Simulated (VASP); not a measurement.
# BN (R3m) in VASP: a series of runs

Runs on BN. Level: PBEsol. Tasks: single point.

Everything below comes from runs of VASP 6.6.1. Logs are shortened: lines on timing, memory, paths and dates and some standing lists are left out, and cuts for length are marked.

**1. The cell of the first run**

Symmetry: R3m, No. 160, trigonal system. Conventional cell: a = 2.535 Å, b = 2.535 Å, c = 10.252 Å, α = 90.00°, β = 90.00°, γ = 120.00°. Within 2.0 Å of B (site symmetry 3m) lie 3 N at 1.46 Å. N (site symmetry 3m) has 3 B at 1.46 Å within 2.0 Å.

**2. Single point, PBEsol**

File INCAR:

```
SYSTEM = BN
PREC = Accurate
ENCUT = 520
EDIFF = 1E-7
ISMEAR = 0
SIGMA = 0.01
LREAL = .False.
LASPH = .True.
NELM = 60
ALGO = Normal
ISIF = 2
LWAVE = .False.
LCHARG = .False.
GGA = PS
NBANDS = 11
```

File KPOINTS:

```
Automatic mesh
0
Gamma
  10 10 10
  0 0 0
```

File POSCAR:

```
BN
1.0
    1.2675860196      0.7318404980      3.4173198006
   -1.2675860196      0.7318404980      3.4173198006
    0.0000000000     -1.4636820091      3.4173198006
B N
1 1
Direct
    0.9996710000      0.9996710000      0.9996710000
    0.3327620000      0.3327620000      0.3327620000
```

Potentials or basis: VASP PAW PBE potentials, release 64 (B, N).

Command:

```
$ cat potpaw_PBE.64/B/POTCAR potpaw_PBE.64/N/POTCAR > POTCAR
$ mpirun -np 1 vasp_std > vasp.out
```

OUTCAR:

```text
SYSTEM = BN
   PREC = Accurate
   ENCUT = 520
   EDIFF = 1E-7
   ISMEAR = 0
   LREAL = .False.
   LASPH = .True.
   NELM = 60
   ISIF = 2
   GGA = PS

 ion  position               nearest neighbor table
   1  1.000  1.000  1.000-   2 1.46   2 1.46   2 1.46
   2  0.333  0.333  0.333-   1 1.46   1 1.46   1 1.46

  LATTYP: Found a trigonal (rhomboedric) cell.
 ALAT       =     3.7175851639
 COS(alpha) =     0.7674785490

  Lattice vectors:

 A1 = (   1.2675860196,   0.7318404980,   3.4173198006)
 A2 = (  -1.2675860196,   0.7318404980,   3.4173198006)
 A3 = (   0.0000000000,  -1.4636820091,   3.4173198006)

Analysis of symmetry for initial positions (statically):
=====================================================================
 Subroutine PRICEL returns:
 Original cell was already a primitive cell.

 Routine SETGRP: Setting up the symmetry group for a
 trigonal (rhombohedral) supercell.

 Subroutine GETGRP returns: Found  6 space group operations
 (whereof  6 operations were pure point group operations)
 out of a pool of 12 trial point group operations.

The static configuration has the point symmetry C_3v.

Analysis of symmetry for dynamics (positions and initial velocities):
=====================================================================
 Subroutine PRICEL returns:
 Original cell was already a primitive cell.

 Routine SETGRP: Setting up the symmetry group for a
 trigonal (rhombohedral) supercell.

 Subroutine GETGRP returns: Found  6 space group operations
 (whereof  6 operations were pure point group operations)
 out of a pool of 12 trial point group operations.

The dynamic configuration has the point symmetry C_3v.

 Subroutine INISYM returns: Found  6 space group operations
 (whereof  6 operations are pure point group operations),
 and found     1 'primitive' translations

----------------------------------------------------------------------------------------

                                     Primitive cell

  volume of cell :      19.0209

  direct lattice vectors                    reciprocal lattice vectors
     1.267586020  0.731840498  3.417319801     0.394450548  0.227736222  0.097542352
    -1.267586020  0.731840498  3.417319801    -0.394450548  0.227736222  0.097542352
     0.000000000 -1.463682009  3.417319801     0.000000000 -0.455472443  0.097542284

  length of vectors
     3.717585164  3.717585164  3.717585190     0.465799884  0.465799884  0.465800004

  position of ions in fractional coordinates (direct lattice)
     0.999671000  0.999671000  0.999671000
     0.332762000  0.332762000  0.332762000

  ion indices of the primitive-cell ions
   primitive index   ion index
                 1           1
                 2           2

----------------------------------------------------------------------------------------

 KPOINTS: Automatic mesh

Automatic generation of k-mesh.
 Grid dimensions read from file:
 generate k-points for:   10   10   10

 Generating k-lattice:

  Cartesian coordinates                     Fractional coordinates (reciprocal lattice)
     0.039445055  0.022773622  0.009754235     0.100000000  0.000000000  0.000000000
    -0.039445055  0.022773622  0.009754235     0.000000000  0.100000000  0.000000000
     0.000000000 -0.045547244  0.009754228     0.000000000  0.000000000  0.100000000

  Length of vectors
     0.046579988  0.046579988  0.046580000

  Shift w.r.t. Gamma in fractional coordinates (k-lattice)
     0.000000000  0.000000000  0.000000000

 Subroutine IBZKPT returns following result:
 ===========================================

 Found    116 irreducible k-points:

 Following reciprocal coordinates:
            Coordinates               Weight
  0.000000  0.000000  0.000000      1.000000
  0.100000 -0.000000  0.000000      6.000000
  0.200000 -0.000000  0.000000      6.000000
  0.300000  0.000000  0.000000      6.000000
  0.400000  0.000000 -0.000000      6.000000
  0.500000 -0.000000  0.000000      3.000000
[... 16 lines left out ...]
  0.300000  0.300000  0.000000      6.000000
  0.400000  0.300000  0.000000     12.000000
 [... further k-points ...]
   k-points           NKPTS =    116   k-points in BZ     NKDIM =    116   number of bands    NBANDS=     11
   number of dos      NEDOS =    301   number of ions     NIONS =      2
   total plane-waves  NPLWV =  21952
   dimension x,y,z NGX =    28 NGY =   28 NGZ =   28
   dimension x,y,z NGXF=    56 NGYF=   56 NGZF=   56
   ions per type =               1   1
   NGX,Y,Z   is equivalent  to a cutoff of  12.52, 12.52, 12.52 a.u.
   NGXF,Y,Z  is equivalent  to a cutoff of  25.04, 25.04, 25.04 a.u.
 SYSTEM =  BN
   PREC   = accura    normal or accurate (medium, high low for compatibility)
   ISTART =      0    job   : 0-new  1-cont  2-samecut
   ICHARG =      2    charge: 1-file 2-atom 10-const
   ISPIN  =      1    spin polarized calculation?
   LNONCOLLINEAR =      F non collinear calculations
   LSORBIT =      F    spin-orbit coupling
   LASPH  =      T    aspherical Exc in radial PAW
   ENCUT  =  520.0 eV  38.22 Ry    6.18 a.u.   6.91  6.91  6.91*2*pi/ulx,y,z
   NELM   =     60;   NELMIN=  2; NELMDL= -5     # of ELM steps
   EDIFF  = 0.1E-06   stopping-criterion for ELM
   LREAL  =      F    real-space projection
   EDIFFG = 0.1E-05   stopping-criterion for IOM
   NSW    =      0    number of steps for IOM
   IBRION =     -1    ionic relax: 0-MD 1-quasi-New 2-CG
   NFREE  =      0    steps in history (QN), initial steepest desc. (CG)
   ISIF   =      2    stress and relaxation
   ISYM   =      2    0-nonsym 1-usesym 2-fastsym
   POTIM  = 0.5000    time-step for ionic-motion
   TEBEG  =    0.0;   TEEND  =   0.0 temperature during run
   PSTRESS=    0.0 pullay stress
   NELECT =       8.0000    total number of electrons
   NUPDOWN=      -1.0000    fix difference up-down
   EMIN   =  10.00;   EMAX   =-10.00  energy-range for DOS
   EFERMI =   0.00;   METHOD = LEGACY
   ISMEAR =     0;   SIGMA  =   0.01  broadening in eV -4-tet -1-fermi 0-gaus
   EFERMI_NEDOS =   21; number of points for ismear=-14 and -15
   IALGO  =     38    algorithm
   IMIX   =      4    mixing-type and parameters
     AMIX     =   0.40;   BMIX     =  1.00
     AMIX_MAG =   1.60;   BMIX_MAG =  1.00
  volume/ion in A,a.u.               =       9.51        64.18
  Fermi-wavevector in a.u.,A,eV,Ry     =   1.226576  2.317893 20.469816  1.504489
  Thomas-Fermi vector in A             =   2.361572
   LORBIT       =      0    0 simple, 1 ext, 2 COOP (PROOUT), +10 PAW based schemes
   GGA     = PS    functional components
   LHFCALC =     F    Hartree Fock is set to
   AEXX    =    0.0000 exact exchange contribution
   IVDW    =     0    specifies the selected vdW correction
   LEPSILON=     F    determine dielectric tensor
   LRPA    =     F    only Hartree local field effects (RPA)
 non-spin polarized calculation
 Gauss-broadening in eV      SIGMA  =   0.01
  energy-cutoff  :      520.00
  volume of cell :       19.02
 maximum number of plane-waves:       523
   NGX = 13   NGY = 13   NGZ = 13

 number of electron       8.0000000 magnetization

 Free energy of the ion-electron system (eV)
  ---------------------------------------------------
  ext. energy  EPLUGINS =         0.00000000
  ---------------------------------------------------
  free energy    TOTEN  =       -18.26911200 eV

  energy without entropy =      -18.26911200  energy(sigma->0) =      -18.26911200

 E-fermi :   1.8637     XC(G=0): -10.0417

 val. band max:        1.8174624599   @ k =  -0.3000   0.3000   0.0000
 cond. band min:       5.9187223165   @ k =   0.5000   0.5000   0.0000
 fundamental gap:      4.1012598566
 Fermi energy:         1.8636912299

 k-point     1 :       0.0000    0.0000    0.0000
  band No.  band energies     occupation
      1     -15.7100      2.00000
      2      -2.2743      2.00000
      3       0.4780      2.00000
      4       0.4780      2.00000
      5       6.6853      0.00000
      6      13.1002      0.00000
      7      13.1002      0.00000
      8      14.4293      0.00000
      9      15.7826      0.00000
     10      26.8011      0.00000
     11      28.8274      0.00000

 k-point     2 :       0.1000   -0.0000    0.0000
  band No.  band energies     occupation
      1     -15.5170      2.00000
      2      -2.0664      2.00000
      3      -0.3120      2.00000
      4       0.1284      2.00000
      5       7.0822      0.00000
      6      12.9850      0.00000
      7      13.7936      0.00000
      8      13.9147      0.00000
      9      16.3889      0.00000
     10      26.4695      0.00000
     11      27.3825      0.00000

 k-point     3 :       0.2000   -0.0000    0.0000
  band No.  band energies     occupation
      1     -14.9545      2.00000
      2      -2.1770      2.00000
      3      -1.4463      2.00000
      4      -0.6597      2.00000
      5       8.0759      0.00000
      6      12.1460      0.00000
      7      12.8129      0.00000
      8      16.0508      0.00000
      9      17.7400      0.00000
     10      23.3680      0.00000
     11      26.0143      0.00000

 k-point     4 :       0.3000    0.0000    0.0000
  band No.  band energies     occupation
      1     -14.0888      2.00000
      2      -4.3261      2.00000
      3      -1.4635      2.00000
      4      -0.4920      2.00000
      5       9.0942      0.00000
      6      10.3875      0.00000
      7      12.7743      0.00000
      8      18.7163      0.00000
      9      18.8999      0.00000
     10      21.4295      0.00000
     11      24.3855      0.00000

 k-point     5 :       0.4000    0.0000   -0.0000
  band No.  band energies     occupation
      1     -13.1207      2.00000
      2      -6.1805      2.00000
      3      -2.0224      2.00000
      4       0.6082      2.00000
      5       7.7808      0.00000
      6      10.9248      0.00000
      7      13.3585      0.00000
      8      17.6715      0.00000
      9      21.2767      0.00000
     10      21.6753      0.00000
     11      23.3996      0.00000
[... 211 lines left out ...]
 k-point    21 :      -0.3000    0.2000   -0.0000
  band No.  band energies     occupation
      1     -12.7438      2.00000
      2      -5.8918      2.00000
      3      -3.7067      2.00000
      4       1.2459      2.00000
      5       7.4000      0.00000
      6      11.8963      0.00000
      7      15.1060      0.00000
      8      15.7852      0.00000
      9      18.3374      0.00000
     10      22.6427      0.00000
     11      24.1438      0.00000

 k-point    22 :      -0.2000    0.2000    0.0000
  band No.  band energies     occupation
      1     -13.6285      2.00000
      2      -4.6093      2.00000
      3      -2.8218      2.00000
      4       0.2506      2.00000
      5       8.9944      0.00000
      6      10.1631      0.00000
      7      14.5930      0.00000
      8      16.5500      0.00000
      9      17.8178      0.00000
     10      22.1954      0.00000
     11      24.8221      0.00000

 k-point    23 :       0.3000    0.3000    0.0000
  band No.  band energies     occupation
      1     -14.0406      2.00000
      2      -4.2602      2.00000
      3      -1.5014      2.00000
      4      -0.9401      2.00000
      5       8.8938      0.00000
      6      10.8838      0.00000
      7      12.9847      0.00000
      8      18.8366      0.00000
      9      19.2880      0.00000
     10      20.9907      0.00000
     11      27.0019      0.00000

 k-point    24 :       0.4000    0.3000    0.0000
  band No.  band energies     occupation
      1     -13.4240      2.00000
      2      -5.2062      2.00000
      3      -2.3524      2.00000
      4      -0.2894      2.00000
      5       7.9501      0.00000
      6      11.7189      0.00000
      7      13.7679      0.00000
      8      18.4532      0.00000
      9      19.4260      0.00000
     10      21.7698      0.00000
     11      25.7959      0.00000

 [... further k-points ...]

------------------------ aborting loop because EDIFF is reached ----------------------------------------

  FORCE on cell =-STRESS in cart. coord.  units (eV):
  Direction    XX          YY          ZZ          XY          YZ          ZX
  --------------------------------------------------------------------------------------
  -------------------------------------------------------------------------------------
  Total       -1.3996220     -1.3996208      0.0125037      0.0000000     -0.0000000     -0.0000000
  in kB     -117.8936405   -117.8935458      1.0532205      0.0000000     -0.0000001     -0.0000000
  external PRESSURE =     -78.2446553 kB  Pullay stress =       0.0000000 kB

 VOLUME and BASIS-vectors are now :
 -----------------------------------------------------------------------------
  energy-cutoff  :      520.00
  volume of cell :       19.02
      direct lattice vectors                 reciprocal lattice vectors
     1.267586020  0.731840498  3.417319801     0.394450548  0.227736222  0.097542352
    -1.267586020  0.731840498  3.417319801    -0.394450548  0.227736222  0.097542352
     0.000000000 -1.463682009  3.417319801     0.000000000 -0.455472443  0.097542284

 POSITION                                       TOTAL-FORCE (eV/Angst)
 -----------------------------------------------------------------------------------
      0.00000     -0.00000     10.24859         0.000000      0.000000     -0.005272
      0.00000     -0.00000      3.41146         0.000000     -0.000000      0.005272
 -----------------------------------------------------------------------------------
    total drift:                                0.000000      0.000021      0.000006

  FREE ENERGIE OF THE ION-ELECTRON SYSTEM (eV)
  ---------------------------------------------------
  free  energy   TOTEN  =       -18.2691120047 eV

  energy  without entropy=      -18.2691120047  energy(sigma->0) =      -18.26911200
```

Run time: 29 s. Hardware: 1 thread of Intel Xeon Platinum 8488C (Sapphire Rapids), shared host; peak memory 0.16 GiB.

What came out:

```
Free energy            : -18.2691 eV
Pressure               : -7.8 GPa
Largest force          : 0.005 eV/Å
Band gap on the k mesh : 4.10 eV (least direct gap 4.73 eV)
```

Forces on the atoms (eV/Å):
```
B    0.000  0.000 -0.005
N    0.000  0.000  0.005
```

Levels at points of the mesh, in eV from the valence-band top:
| k point | band 1 | band 2 | band 3 | band 4 | band 5 | band 6 | band 7 | band 8 |
| --- | --- | --- | --- | --- | --- | --- | --- | --- |
| (0.00, 0.00, 0.00) | -17.53 | -4.09 | -1.34 | -1.34 | 4.87 | 11.28 | 11.28 | 12.61 |
| (0.50, 0.00, 0.00) | -14.43 | -8.82 | -4.04 | -0.61 | 5.08 | 9.43 | 12.59 | 14.55 |
| (0.50, 0.50, 0.00) | -14.37 | -8.70 | -4.09 | -1.17 | 4.10 | 9.41 | 13.74 | 16.95 |
| (0.50, 0.50, 0.50) | -17.28 | -5.99 | -1.36 | -1.36 | 9.68 | 11.22 | 11.22 | 11.49 |

Caveat: the cell stands under tension; the PAW data sets were made with another functional, which shifts forces and pressure a little.

**3. Single point, PBEsol**

This run uses another cell than the first one, of 9.78 Å³/atom.

File INCAR:

```
ALGO = Normal
EDIFF = 1E-7
ENCUT = 520
GGA = PS
ISIF = 2
ISMEAR = 0
LASPH = T
LCHARG = F
LREAL = F
LWAVE = F
NBANDS = 11
NELM = 100
PREC = Accurate
SIGMA = 0.01
```

File KPOINTS:

```
k-points
0
Gamma
  10 10 10
```

File POSCAR:

```
BN
1.0
    1.2796589940      0.7388108270      3.4498676623
   -1.2796589940      0.7388108270      3.4498676623
    0.0000000000     -1.4776226768      3.4498676623
B N
1 1
Direct
    0.9996710000      0.9996710000      0.9996710000
    0.3327620000      0.3327620000      0.3327620000
```

Potentials or basis: VASP PAW PBE potentials, release 64 (B, N).

Command:

```
$ cat potpaw_PBE.64/B/POTCAR potpaw_PBE.64/N/POTCAR > POTCAR
$ mpirun -np 1 vasp_std > vasp.out
```

It took 23 s on 1 thread of Intel Xeon Platinum 8488C (Sapphire Rapids), shared host; peak memory 0.16 GiB.

Results (log left out):

```
Free energy            : -18.2329 eV
Pressure               : -13.5 GPa
Largest force          : 0.007 eV/Å
Band gap on the k mesh : 4.07 eV (least direct gap 4.65 eV)
```

Forces on the atoms (eV/Å):
```
B    0.000  0.000 -0.007
N    0.000  0.000  0.007
```

Stress tensor (GPa, compression positive):
```
-20.21   0.00   0.00
  0.00 -20.21   0.00
  0.00   0.00  -0.03
```

Levels at points of the mesh, in eV from the valence-band top:
```csv
k point,band 2,band 3,band 4,band 5,band 6,band 7
"(0.00, 0.00, 0.00)",-3.99,-1.37,-1.37,4.82,11.05,11.05
"(0.50, 0.00, 0.00)",-8.70,-3.99,-0.60,5.01,9.14,12.42
"(0.50, 0.50, 0.00)",-8.59,-4.04,-1.12,4.07,9.13,13.53
"(0.50, 0.50, 0.50)",-5.82,-1.38,-1.38,9.49,10.99,10.99
```

Caveat: the cell stands under tension; the PAW data sets were made with another functional, which shifts forces and pressure a little. A k mesh can miss the band edges.
